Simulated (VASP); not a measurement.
A run of VASP 6.6.1 is set up as follows.

File INCAR:

```
  PREC = Accurate
  ENCUT = 520
  EDIFF = 1E-7
  ISMEAR = -1
  SIGMA = 0.1
  LREAL = False
  LASPH = True
  NELM = 150
  ALGO = Normal
  ISIF = 2
  LWAVE = False
  LCHARG = True
  ISPIN = 2
  MAGMOM = 7 0 0 0 0
  LORBIT = 11
  LMAXMIX = 6
  GGA = PS
  IVDW = 12
  LELF = True
  LVHAR = True
  NBANDS = 45
```

Contents of KPOINTS:

```
regular mesh
0
Gamma
  6 6 6
```

Contents of POSCAR:

```
GdBRh3
1.0
    4.1224458335      0.0000000000      0.0000000000
    0.0000000000      4.1224458335      0.0000000000
    0.0000000000      0.0000000000      4.1224458335
Gd B Rh
1 1 3
Direct
    0.0000000000      0.0000000000      0.0000000000
    0.5000000000      0.5000000000      0.5000000000
    0.0000000000      0.5000000000      0.5000000000
    0.5000000000      0.0000000000      0.5000000000
    0.5000000000      0.5000000000      0.0000000000
```

Potentials or basis: VASP PAW PBE potentials, release 64 (Gd, B, Rh_pv).

The run is started by

```sh
$ cat potpaw_PBE.64/Gd/POTCAR potpaw_PBE.64/B/POTCAR potpaw_PBE.64/Rh_pv/POTCAR > POTCAR
$ mpirun -np 1 vasp_std > vasp.out
```

Task: What does it give for the net moment?

Result: 7.01 μB per cell.

Task: Predict the dispersion energy per atom.

Result: -0.545 eV.

Task: Predict the site moments.

Result: Gd +6.80; B +0.00; Rh -0.02 μB.

Caveat: a cell with one magnetic atom can't hold antiferromagnetic order, which such compounds often take. The state reached can hang on the start; a lower one may exist.
